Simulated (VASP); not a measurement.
# C (R3m) in VASP: notebook

The runs below take C through single point, with r2SCAN.

Everything below comes from runs of VASP 6.6.1. Logs are shortened: lines on timing, memory, paths and dates and some standing lists are left out, and cuts for length are marked.

## 1. The cell of the first run

The structure is trigonal, space group R3m (No. 160). Conventional cell: a = 5.035 Å, b = 5.035 Å, c = 6.167 Å, α = 90.00°, β = 90.00°, γ = 120.00°. Within 2.0 Å of C (site symmetry 3m) lie 4 C at 1.49 to 1.74 Å. Within 2.1 Å of C (site symmetry m) lie 4 C at 1.54 Å. C (site symmetry 3m) has 4 C at 1.54 to 1.74 Å within 2.1 Å. Within 2.0 Å of C (site symmetry m) lie 4 C at 1.49 to 1.54 Å.

## 2. Single point, r2SCAN (atom 1 (C) moved -0.200 Å towards its neighbour atom 5 (C) at 1.542 Å)

The input, POSCAR:

```
C
1.0
    3.5602834153      0.0000000000      0.0000000000
    0.0000000000     -3.5602834153      0.0000000000
    0.0000000000      0.0000000000     -3.5602834153
C
8
Direct
    0.4675671736      0.0324328264      0.0324328264
    0.0000000000      0.5000000000      0.0000000000
    0.0000000000      0.0000000000      0.5000000000
    0.5000000000      0.5000000000      0.5000000000
    0.7500000000      0.7500000000      0.7500000000
    0.2500000000      0.2500000000      0.7500000000
    0.2500000000      0.7500000000      0.2500000000
    0.7500000000      0.2500000000      0.2500000000
```

The input, INCAR.step1:

```
SYSTEM = C
PREC = Accurate ; ENCUT = 520
ISMEAR = 0 ; SIGMA = 0.05
LREAL = .False. ; LASPH = .True.
NELM = 60 ; NBANDS = 26
GGA = PE ; ALGO = Normal
EDIFF = 1E-4 ; LWAVE = .True.
LCHARG = .False.
```

The input, INCAR.step2:

```
SYSTEM = C
PREC = Accurate ; ENCUT = 520
EDIFF = 1E-6 ; ISMEAR = 0
SIGMA = 0.05 ; LREAL = .False.
LASPH = .True. ; NELM = 60
ALGO = Normal ; ISIF = 2
LWAVE = .False. ; LCHARG = .False.
METAGGA = R2SCAN ; LMIXTAU = .True.
NBANDS = 26 ; ISTART = 1
```

The input, KPOINTS:

```
Automatic mesh
0
Gamma
  6 6 6
  0 0 0
```

Potentials or basis: VASP PAW PBE potentials, release 64 (C).

Started as:

```console
$ cat potpaw_PBE.64/C/POTCAR > POTCAR
$ cp INCAR.step1 INCAR
$ mpirun -np 1 vasp_std > vasp.out
$ cp INCAR.step2 INCAR
$ mpirun -np 1 vasp_std > vasp.out
```

OUTCAR:

```text
SYSTEM = C
   PREC = Accurate
   ENCUT = 520
   EDIFF = 1E-6
   ISMEAR = 0
   LREAL = .False.
   LASPH = .True.
   NELM = 60
   ISIF = 2
   METAGGA = R2SCAN
   ISTART = 1

 ion  position               nearest neighbor table
   1  0.468  0.032  0.032-   6 1.49   7 1.49   8 1.49   5 1.74
   2  0.000  0.500  0.000-   5 1.54   6 1.54   7 1.54   8 1.54
   3  0.000  0.000  0.500-   5 1.54   6 1.54   7 1.54   8 1.54
   4  0.500  0.500  0.500-   5 1.54   6 1.54   7 1.54   8 1.54
   5  0.750  0.750  0.750-   2 1.54   3 1.54   4 1.54   1 1.74
   6  0.250  0.250  0.750-   1 1.49   2 1.54   3 1.54   4 1.54
   7  0.250  0.750  0.250-   1 1.49   2 1.54   3 1.54   4 1.54
   8  0.750  0.250  0.250-   1 1.49   2 1.54   3 1.54   4 1.54

  LATTYP: Found a simple cubic cell.
 ALAT       =     3.5602834153

  Lattice vectors:

 A1 = (   3.5602834153,   0.0000000000,   0.0000000000)
 A2 = (   0.0000000000,  -3.5602834153,   0.0000000000)
 A3 = (   0.0000000000,   0.0000000000,  -3.5602834153)

Analysis of symmetry for initial positions (statically):
=====================================================================
 Subroutine PRICEL returns:
 Original cell was already a primitive cell.

 Routine SETGRP: Setting up the symmetry group for a
 simple cubic supercell.

 Subroutine GETGRP returns: Found  6 space group operations
 (whereof  2 operations were pure point group operations)
 out of a pool of 48 trial point group operations.

The static configuration has the point symmetry C_1h.
 The point group associated with its full space group is C_3v.

Analysis of symmetry for dynamics (positions and initial velocities):
=====================================================================
 Subroutine PRICEL returns:
 Original cell was already a primitive cell.

 Routine SETGRP: Setting up the symmetry group for a
 simple cubic supercell.

 Subroutine GETGRP returns: Found  6 space group operations
 (whereof  2 operations were pure point group operations)
 out of a pool of 48 trial point group operations.

The dynamic configuration has the point symmetry C_1h.
 The point group associated with its full space group is C_3v.

 Subroutine INISYM returns: Found  6 space group operations
 (whereof  2 operations are pure point group operations),
 and found     1 'primitive' translations

----------------------------------------------------------------------------------------

                                     Primitive cell

  volume of cell :      45.1288

  direct lattice vectors                    reciprocal lattice vectors
     3.560283415  0.000000000  0.000000000     0.280876516  0.000000000  0.000000000
     0.000000000 -3.560283415  0.000000000     0.000000000 -0.280876516  0.000000000
     0.000000000  0.000000000 -3.560283415     0.000000000  0.000000000 -0.280876516

  length of vectors
     3.560283415  3.560283415  3.560283415     0.280876516  0.280876516  0.280876516

  position of ions in fractional coordinates (direct lattice)
     0.467567174  0.032432826  0.032432826
     0.000000000  0.500000000  0.000000000
     0.000000000  0.000000000  0.500000000
     0.500000000  0.500000000  0.500000000
     0.750000000  0.750000000  0.750000000
     0.250000000  0.250000000  0.750000000
     0.250000000  0.750000000  0.250000000
     0.750000000  0.250000000  0.250000000

  ion indices of the primitive-cell ions
   primitive index   ion index
                 1           1
                 2           2
                 3           3
                 4           4
                 5           5
                 6           6
                 7           7
                 8           8

----------------------------------------------------------------------------------------

 KPOINTS: Automatic mesh

Automatic generation of k-mesh.
 Grid dimensions read from file:
 generate k-points for:    6    6    6

 Generating k-lattice:

  Cartesian coordinates                     Fractional coordinates (reciprocal lattice)
     0.046812753  0.000000000  0.000000000     0.166666667  0.000000000  0.000000000
     0.000000000 -0.046812753  0.000000000     0.000000000  0.166666667  0.000000000
     0.000000000  0.000000000 -0.046812753     0.000000000  0.000000000  0.166666667

  Length of vectors
     0.046812753  0.046812753  0.046812753

  Shift w.r.t. Gamma in fractional coordinates (k-lattice)
     0.000000000  0.000000000  0.000000000

 Subroutine IBZKPT returns following result:
 ===========================================

 Found     32 irreducible k-points:

 Following reciprocal coordinates:
            Coordinates               Weight
  0.000000  0.000000  0.000000      1.000000
  0.166667  0.000000  0.000000      6.000000
  0.333333  0.000000  0.000000      6.000000
  0.500000  0.000000  0.000000      3.000000
  0.166667  0.166667  0.000000      6.000000
  0.000000  0.166667  0.166667      6.000000
[... 16 lines left out ...]
 -0.333333  0.333333  0.166667      6.000000
  0.500000  0.333333  0.166667     12.000000
 [... further k-points ...]
   k-points           NKPTS =     32   k-points in BZ     NKDIM =     32   number of bands    NBANDS=     26
   number of dos      NEDOS =    301   number of ions     NIONS =      8
   total plane-waves  NPLWV =  21952
   dimension x,y,z NGX =    28 NGY =   28 NGZ =   28
   dimension x,y,z NGXF=    56 NGYF=   56 NGZF=   56
   ions per type =               8
   NGX,Y,Z   is equivalent  to a cutoff of  13.07, 13.07, 13.07 a.u.
   NGXF,Y,Z  is equivalent  to a cutoff of  26.15, 26.15, 26.15 a.u.
 SYSTEM =  C
   PREC   = accura    normal or accurate (medium, high low for compatibility)
   ISTART =      1    job   : 0-new  1-cont  2-samecut
   ICHARG =      0    charge: 1-file 2-atom 10-const
   ISPIN  =      1    spin polarized calculation?
   LNONCOLLINEAR =      F non collinear calculations
   LSORBIT =      F    spin-orbit coupling
   LASPH  =      T    aspherical Exc in radial PAW
   ENCUT  =  520.0 eV  38.22 Ry    6.18 a.u.   6.62  6.62  6.62*2*pi/ulx,y,z
   NELM   =     60;   NELMIN=  2; NELMDL=  0     # of ELM steps
   EDIFF  = 0.1E-05   stopping-criterion for ELM
   LREAL  =      F    real-space projection
   EDIFFG = 0.1E-04   stopping-criterion for IOM
   NSW    =      0    number of steps for IOM
   IBRION =     -1    ionic relax: 0-MD 1-quasi-New 2-CG
   NFREE  =      0    steps in history (QN), initial steepest desc. (CG)
   ISIF   =      2    stress and relaxation
   ISYM   =      2    0-nonsym 1-usesym 2-fastsym
   POTIM  = 0.5000    time-step for ionic-motion
   TEBEG  =    0.0;   TEEND  =   0.0 temperature during run
   PSTRESS=    0.0 pullay stress
   NELECT =      32.0000    total number of electrons
   NUPDOWN=      -1.0000    fix difference up-down
   EMIN   =  10.00;   EMAX   =-10.00  energy-range for DOS
   EFERMI =   0.00;   METHOD = LEGACY
   ISMEAR =     0;   SIGMA  =   0.05  broadening in eV -4-tet -1-fermi 0-gaus
   EFERMI_NEDOS =   21; number of points for ismear=-14 and -15
   IALGO  =     38    algorithm
   IMIX   =      4    mixing-type and parameters
     AMIX     =   0.40;   BMIX     =  1.00
     AMIX_MAG =   1.60;   BMIX_MAG =  1.00
  volume/ion in A,a.u.               =       5.64        38.07
  Fermi-wavevector in a.u.,A,eV,Ry     =   1.459846  2.758708 28.996044  2.131149
  Thomas-Fermi vector in A             =   2.576365
   LORBIT       =      0    0 simple, 1 ext, 2 COOP (PROOUT), +10 PAW based schemes
   METAGGA = R2SCAN    functional components
   LHFCALC =     F    Hartree Fock is set to
   AEXX    =    0.0000 exact exchange contribution
   IVDW    =     0    specifies the selected vdW correction
   LEPSILON=     F    determine dielectric tensor
   LRPA    =     F    only Hartree local field effects (RPA)
 non-spin polarized calculation
 Gauss-broadening in eV      SIGMA  =   0.05
  energy-cutoff  :      520.00
  volume of cell :       45.13
 maximum number of plane-waves:      1233
 NGX is ok and might be reduce to    28
   NGX = 13   NGY = 13   NGZ = 13

 number of electron      31.9999999 magnetization

 Free energy of the ion-electron system (eV)
  ---------------------------------------------------
  ext. energy  EPLUGINS =         0.00000000
  ---------------------------------------------------
  free energy    TOTEN  =       -77.83778661 eV

  energy without entropy =      -77.83778661  energy(sigma->0) =      -77.83778661

 E-fermi :  11.0511     XC(G=0): -14.2886

 val. band max:       10.7619495125   @ k =   0.0000   0.0000   0.0000
 cond. band min:      13.2508204608   @ k =   0.0000   0.0000   0.0000
 fundamental gap:      2.4888709483
 Fermi energy:        11.0511464190

 k-point     1 :       0.0000    0.0000    0.0000
  band No.  band energies     occupation
      1     -13.0321      2.00000
      2      -4.2876      2.00000
      3      -4.1763      2.00000
      4      -4.1763      2.00000
      5      -3.7667      2.00000
      6      -3.7667      2.00000
[... 18 lines left out ...]
     25      16.4087      0.00000
     26      23.4324      0.00000

 k-point     2 :       0.1667    0.0000    0.0000
  band No.  band energies     occupation
      1     -12.7652      2.00000
      2      -6.5679      2.00000
      3      -4.0153      2.00000
      4      -3.9481      2.00000
      5      -3.6194      2.00000
      6      -3.2871      2.00000
[... 18 lines left out ...]
     25      17.4854      0.00000
     26      23.5500      0.00000

 k-point     3 :       0.3333    0.0000    0.0000
  band No.  band energies     occupation
      1     -11.9718      2.00000
      2      -8.8073      2.00000
      3      -3.6291      2.00000
      4      -3.5358      2.00000
      5      -3.2743      2.00000
      6      -2.9046      2.00000
[... 572 lines left out ...]
 k-point    23 :      -0.3333    0.3333    0.1667
  band No.  band energies     occupation
      1     -10.6766      2.00000
      2      -7.6887      2.00000
      3      -7.5307      2.00000
      4      -5.5579      2.00000
      5      -3.1648      2.00000
      6      -1.2611      2.00000
[... 18 lines left out ...]
     25      22.3296      0.00000
     26      22.5564      0.00000

 k-point    24 :       0.5000    0.3333    0.1667
  band No.  band energies     occupation
      1      -9.5973      2.00000
      2      -9.1624      2.00000
      3      -6.7378      2.00000
      4      -6.2849      2.00000
      5      -2.8254      2.00000
      6      -2.4335      2.00000
[... 18 lines left out ...]
     25      20.9192      0.00000
     26      21.6218      0.00000

 [... further k-points ...]
[... 5 lines left out ...]
  --------------------------------------------------------------------------------------
  -------------------------------------------------------------------------------------
  Total        1.2654600      1.2654600      1.2654600      0.2251877      0.2251877      0.2251877
  in kB       44.9267799     44.9267799     44.9267799      7.9946876      7.9946876      7.9946876
  external PRESSURE =      44.9267799 kB  Pullay stress =       0.0000000 kB

 VOLUME and BASIS-vectors are now :
 -----------------------------------------------------------------------------
  energy-cutoff  :      520.00
  volume of cell :       45.13
      direct lattice vectors                 reciprocal lattice vectors
     3.560283415  0.000000000  0.000000000     0.280876516  0.000000000  0.000000000
     0.000000000 -3.560283415  0.000000000     0.000000000 -0.280876516  0.000000000
     0.000000000  0.000000000 -3.560283415     0.000000000  0.000000000 -0.280876516

 POSITION                                       TOTAL-FORCE (eV/Angst)
 -----------------------------------------------------------------------------------
      1.66467     -0.11547     -0.11547         4.210609      4.210609      4.210609
      0.00000     -1.78014      0.00000        -0.845486     -0.845486      0.708234
      0.00000      0.00000     -1.78014        -0.845486      0.708234     -0.845486
      1.78014     -1.78014     -1.78014         0.708234     -0.845486     -0.845486
      2.67021     -2.67021     -2.67021        -0.802121     -0.802121     -0.802121
      0.89007     -0.89007     -2.67021        -1.068906     -1.068906     -0.287937
      0.89007     -2.67021     -0.89007        -1.068906     -0.287937     -1.068906
      2.67021     -0.89007     -0.89007        -0.287937     -1.068906     -1.068906
 -----------------------------------------------------------------------------------
    total drift:                                0.000056      0.000056      0.000056

  FREE ENERGIE OF THE ION-ELECTRON SYSTEM (eV)
  ---------------------------------------------------
  free  energy   TOTEN  =       -77.8377866056 eV

  energy  without entropy=      -77.8377866056  energy(sigma->0) =      -77.83778661
```

Wall time 1.7 min (1 thread of Intel Xeon Platinum 8259CL at 2.50GHz (Skylake/Cascade Lake), shared host); peak memory 0.16 GiB.

What came out:

| Quantity | Value |
| --- | --- |
| Free energy | -77.8378 eV |
| Pressure | 4.5 GPa |
| Largest force | 7.293 eV/Å |
| Band gap on the k mesh | 2.49 eV, direct |

Forces on the atoms (eV/Å):
```
C    4.211  4.211  4.211
C   -0.845 -0.845  0.708
C   -0.845  0.708 -0.845
C    0.708 -0.845 -0.845
C   -0.802 -0.802 -0.802
C   -1.069 -1.069 -0.288
C   -1.069 -0.288 -1.069
C   -0.288 -1.069 -1.069
```

Caveat: the cell differs from its parent crystal (atom 1 (C) moved -0.200 Å towards its neighbour atom 5 (C) at 1.542 Å); the PAW data sets were made with another functional, which shifts forces and pressure a little. A k mesh can miss the band edges.

## 3. Single point, r2SCAN (atom 1 (C) moved +0.160 Å towards its neighbour atom 5 (C) at 1.542 Å)

POSCAR, as its differences from that of step 2:

```diff
@@ -8,3 +8,3 @@
 Direct
-    0.4675671736      0.0324328264      0.0324328264
+    0.5259462611     -0.0259462611     -0.0259462611
     0.0000000000      0.5000000000      0.0000000000
```

The input, INCAR.step1:

```
SYSTEM = C
PREC     = Accurate       ! precision mode
ENCUT    = 520            ! plane-wave cutoff, eV
ISMEAR   = 0              ! smearing method
SIGMA    = 0.05           ! smearing width, eV
LREAL    = .FALSE.        ! projectors in reciprocal space
LASPH    = .TRUE.         ! aspherical terms in the spheres
NELM     = 100            ! most SCF steps
NBANDS   = 26             ! bands
GGA      = PE             ! functional
ALGO     = Normal         ! electronic algorithm
EDIFF    = 1E-4           ! SCF threshold, eV
LWAVE    = .TRUE.         ! write WAVECAR
LCHARG   = .FALSE.        ! write CHGCAR
```

The input, INCAR.step2:

```
SYSTEM = C
PREC     = Accurate       ! precision mode
ENCUT    = 520            ! plane-wave cutoff, eV
EDIFF    = 1E-7           ! SCF threshold, eV
ISMEAR   = 0              ! smearing method
SIGMA    = 0.05           ! smearing width, eV
LREAL    = .FALSE.        ! projectors in reciprocal space
LASPH    = .TRUE.         ! aspherical terms in the spheres
NELM     = 100            ! most SCF steps
ALGO     = Normal         ! electronic algorithm
ISIF     = 2              ! what is computed and relaxed
LWAVE    = .FALSE.        ! write WAVECAR
LCHARG   = .FALSE.        ! write CHGCAR
METAGGA  = R2SCAN         ! meta-GGA
LMIXTAU  = .TRUE.       
NBANDS   = 26             ! bands
ISTART   = 1
```

The input, KPOINTS:

```
Automatic mesh
0
G
  6 6 6
  0 0 0
```

Potentials or basis: VASP PAW PBE potentials, release 64 (C).

Started as:

```console
$ cat potpaw_PBE.64/C/POTCAR > POTCAR
$ cp INCAR.step1 INCAR
$ mpirun -np 1 vasp_std > vasp.out
$ cp INCAR.step2 INCAR
$ mpirun -np 1 vasp_std > vasp.out
```

Run time: 2 min. Hardware: 1 thread of Intel Xeon Platinum 8259CL at 2.50GHz (Skylake/Cascade Lake), shared host; peak memory 0.16 GiB.

It converged, with:

- Free energy: -77.9471 eV
- Pressure: 4.5 GPa
- Largest force: 9.158 eV/Å
- Band gap on the k mesh: 3.79 eV, indirect (least direct gap 3.87 eV)

Forces on the atoms (eV/Å):
```
C   -5.287 -5.287 -5.287
C    0.616  0.616 -0.587
C    0.616 -0.587  0.616
C   -0.587  0.616  0.616
C    2.515  2.515  2.515
C    0.836  0.836  0.454
C    0.836  0.454  0.836
C    0.454  0.836  0.836
```

Stress tensor (GPa, compression positive):
```
4.48 2.93 2.93
2.93 4.48 2.93
2.93 2.93 4.48
```

Levels at points of the mesh, in eV from the valence-band top:
```csv
k point,band 12,band 13,band 14,band 15,band 16,band 17,band 18,band 19,band 20,band 21
"(0.00, 0.00, 0.00)",-6.85,-6.85,-1.08,0.00,0.00,3.87,3.87,4.53,4.66,4.66
"(0.50, 0.00, 0.00)",-5.30,-4.96,-4.67,-4.52,-4.31,3.94,4.36,9.82,10.00,10.05
"(0.50, 0.50, 0.00)",-8.16,-3.91,-3.80,-3.61,-2.96,6.98,7.94,7.94,8.22,9.24
"(0.50, 0.50, 0.50)",-3.39,-3.39,-3.36,-2.63,-2.63,7.13,7.13,8.19,8.47,8.47
```

Caveat: the cell differs from its parent crystal (atom 1 (C) moved +0.160 Å towards its neighbour atom 5 (C) at 1.542 Å); the PAW data sets were made with another functional, which shifts forces and pressure a little. A k mesh can miss the band edges.

## 4. Single point, r2SCAN (atom 1 (C) moved +0.200 Å towards its neighbour atom 5 (C) at 1.542 Å)

POSCAR, as its differences from that of step 3:

```diff
@@ -8,3 +8,3 @@
 Direct
-    0.5259462611     -0.0259462611     -0.0259462611
+    0.5324328264     -0.0324328264     -0.0324328264
     0.0000000000      0.5000000000      0.0000000000
```

The input, INCAR.step1:

```
SYSTEM = C
PREC = Accurate
ENCUT = 520
ISMEAR = 0
SIGMA = 0.05
LREAL = .False.
LASPH = .True.
NELM = 80
NBANDS = 26
GGA = PE
ALGO = Normal
EDIFF = 1E-4
LWAVE = .True.
LCHARG = .False.
```

The input, INCAR.step2:

```
SYSTEM = C
PREC = Accurate
ENCUT = 520
EDIFF = 1E-6
ISMEAR = 0
SIGMA = 0.05
LREAL = .False.
LASPH = .True.
NELM = 80
ALGO = Normal
ISIF = 2
LWAVE = .False.
LCHARG = .False.
METAGGA = R2SCAN
LMIXTAU = .True.
NBANDS = 26
ISTART = 1
```

The input, KPOINTS:

```
Automatic mesh
0
Gamma
  6 6 6
  0 0 0
```

Started as:

```console
$ cat potpaw_PBE.64/C/POTCAR > POTCAR
$ cp INCAR.step1 INCAR
$ mpirun -np 1 vasp_std > vasp.out
$ cp INCAR.step2 INCAR
$ mpirun -np 1 vasp_std > vasp.out
```

It took 1.9 min on 1 thread of Intel Xeon Platinum 8259CL at 2.50GHz (Skylake/Cascade Lake), shared host; peak memory 0.16 GiB.

Results (log left out):

```
Free energy            : -77.5221 eV
Pressure               : 6.6 GPa
Largest force          : 12.157 eV/Å
Band gap on the k mesh : 3.53 eV, indirect (least direct gap 3.54 eV)
```

Forces in eV/Å, atoms in the order of the input:
```
C   -7.019 -7.019 -7.019
C    0.769  0.769 -0.734
C    0.769 -0.734  0.769
C   -0.734  0.769  0.769
C    3.597  3.597  3.597
C    1.010  1.010  0.596
C    1.010  0.596  1.010
C    0.596  1.010  1.010
```

Stress tensor (GPa, compression positive):
```
6.64 4.57 4.57
4.57 6.64 4.57
4.57 4.57 6.64
```

Levels at points of the mesh, in eV from the valence-band top:
| k point | band 12 | band 13 | band 14 | band 15 | band 16 | band 17 | band 18 | band 19 | band 20 | band 21 |
| --- | --- | --- | --- | --- | --- | --- | --- | --- | --- | --- |
| (0.00, 0.00, 0.00) | -6.88 | -6.88 | -1.34 | 0.00 | 0.00 | 3.54 | 3.54 | 4.38 | 4.55 | 4.55 |
| (0.50, 0.00, 0.00) | -5.41 | -5.11 | -4.74 | -4.47 | -4.28 | 3.70 | 4.28 | 9.53 | 9.58 | 9.71 |
| (0.50, 0.50, 0.00) | -8.20 | -4.03 | -3.97 | -3.72 | -2.89 | 6.55 | 7.80 | 7.82 | 8.18 | 8.88 |
| (0.50, 0.50, 0.50) | -3.49 | -3.49 | -3.46 | -2.53 | -2.53 | 6.67 | 6.67 | 7.90 | 8.35 | 8.35 |

Caveat: the cell differs from its parent crystal (atom 1 (C) moved +0.200 Å towards its neighbour atom 5 (C) at 1.542 Å); the PAW data sets were made with another functional, which shifts forces and pressure a little.

(Continued in part 2 of 2.)
